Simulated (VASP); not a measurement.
Rb2TeO3, 12 atoms in the cell. The cell holds an amorphous packing of atoms, 12 atoms: a = 6.581 Å, b = 6.683 Å, c = 6.683 Å, α = 95.52°, β = 89.89°, γ = 80.56°. 

```yaml
Program: VASP 6.6.1
Task: single point
Functional: PBE
Potentials_or_basis: VASP PAW PBE potentials, release 64 (Te, Rb_sv, O)
Cutoff: 520 eV
k_mesh: 3 × 2 × 2
Occupations: methfessel-paxton, width 0.15 eV
Spin: no spin polarisation
Dipole_correction: no
Further_INCAR_settings: ALGO = Normal; EDIFF = 1e-06; NBANDS = 54
```

Potentials or basis: VASP PAW PBE potentials, release 64 (Te, Rb_sv, O).

The run is started by

```sh
$ cat potpaw_PBE.64/Te/POTCAR potpaw_PBE.64/Rb_sv/POTCAR potpaw_PBE.64/O/POTCAR > POTCAR
$ mpirun -np 1 vasp_std > vasp.out
```

Hardware: 1 thread of Intel Xeon 6975P-C, on a shared host.

Estimate the wall time of this run.

Wall time 3.7 min on 1 thread of Intel Xeon 6975P-C (shared host), peak memory 0.39 GiB. Counts: scf iterations 21, k points 8.
